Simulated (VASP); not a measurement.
Wanted: the native input for a VASP 6.6.1 run.

| Property | Result |
| --- | --- |
| Task | single point |
| Functional | PBEsol |
| Potentials or basis | VASP PAW PBE potentials, release 64 (Hg, Te) |
| Cutoff | 520 eV |
| k mesh | 12 × 12 × 12 |
| Occupations | gaussian, width 0.1 eV |
| Spin | no spin polarisation |
| Dipole correction | no |
| Further INCAR settings | ALGO = Normal; EDIFF = 1e-06; NBANDS = 16 |

The structure of HgTe lies in POSCAR:

```
HgTe
1.0
    0.0000000000      3.1189415855      3.1189415855
    3.1189415855      0.0000000000      3.1189415855
    3.1189415855      3.1189415855      0.0000000000
Hg Te
1 1
Direct
    0.0000000000      0.0000000000      0.0000000000
    0.2500000000      0.2500000000      0.2500000000
```

This cell differs from its parent crystal: volume scaled by 0.88.

These files were run (other wordings do the same):

INCAR

```
SYSTEM = HgTe
PREC     = Accurate       ! precision mode
ENCUT    = 520            ! plane-wave cutoff, eV
EDIFF    = 1E-6           ! SCF threshold, eV
ISMEAR   = 0              ! smearing method
SIGMA    = 0.1            ! smearing width, eV
LREAL    = .FALSE.        ! projectors in reciprocal space
LASPH    = .TRUE.         ! aspherical terms in the spheres
NELM     = 100            ! most SCF steps
ALGO     = Normal         ! electronic algorithm
ISIF     = 2              ! what is computed and relaxed
LWAVE    = .FALSE.        ! write WAVECAR
LCHARG   = .FALSE.        ! write CHGCAR
GGA      = PS             ! functional
NBANDS   = 16             ! bands
```

KPOINTS

```
regular mesh
0
G
  12 12 12
  0 0 0
```

Potentials or basis: VASP PAW PBE potentials, release 64 (Hg, Te).

Run with:

```bash
$ cat potpaw_PBE.64/Hg/POTCAR potpaw_PBE.64/Te/POTCAR > POTCAR
$ mpirun -np 1 vasp_std > vasp.out
```

It gave:

- Pressure: 7.7 GPa
- Band gap on the k mesh: zero (filled and empty bands touch)

Caveat: the PAW data sets were made with another functional, which shifts forces and pressure a little; spin-orbit coupling is left out, which moves the levels of the heavy elements.

Wall time 26 s on 1 thread of Intel(R) Xeon(R) 6975P-C (Granite Rapids), on a shared host, peak memory 0.24 GiB.
